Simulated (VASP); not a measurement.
Runs of VASP 6.6.1 on ZnS. The structure is that of space group F-43m (No. 216), or close to it. The cells are those of the table. 

```tsv
level	cell	k mesh	gap on the mesh (eV)	pressure (GPa)
r2SCAN	a = 3.772 Å, angles 60.0°, 2 atoms	6 × 6 × 6	2.86	2.6
r2SCAN	a = 3.885 Å, angles 60.0°, 2 atoms	6 × 6 × 6	2.45	-3.9
r2SCAN	a = 3.732 Å, angles 60.0°, 2 atoms	6 × 6 × 6	3.01	5.7
r2SCAN	a = 3.848 Å, angles 60.0°, 2 atoms	6 × 6 × 6	2.58	-2.1
r2SCAN	a = 3.810 Å, angles 60.0°, 2 atoms	6 × 6 × 6	2.71	0.1
PBE	a = 3.810 Å, angles 60.0°, 2 atoms	8 × 8 × 8	2.15	2.5
PBE	a = 3.771 Å, angles 60.0°, 2 atoms	6 × 6 × 6	2.29	5.1
PBE	a = 3.810 Å, angles 60.0°, 2 atoms	6 × 6 × 6	2.15	2.5
r2SCAN	a = 3.810 Å, angles 60.0°, 2 atoms	8 × 8 × 8	(a)	0.0
PBE	a = 3.887 Å, angles 60.0°, 2 atoms	6 × 6 × 6	1.89	-1.8
PBE	a = 3.925 Å, angles 60.0°, 2 atoms	6 × 6 × 6	1.77	-3.4
PBE	a = 3.849 Å, angles 60.0°, 2 atoms	6 × 6 × 6	(b)	0.2
```

Alike in all rows: task single point; potentials or basis VASP PAW PBE potentials, release 64 (Zn, S); no spin polarisation; cutoff (eV) 520; smearing gaussian 0.01 eV.

**Question.** Estimate the missing entries.

**Answer.** (a) 2.72; (b) 2.02.

Caveats: the PAW data sets were made with another functional, which shifts forces and pressure a little (some runs).

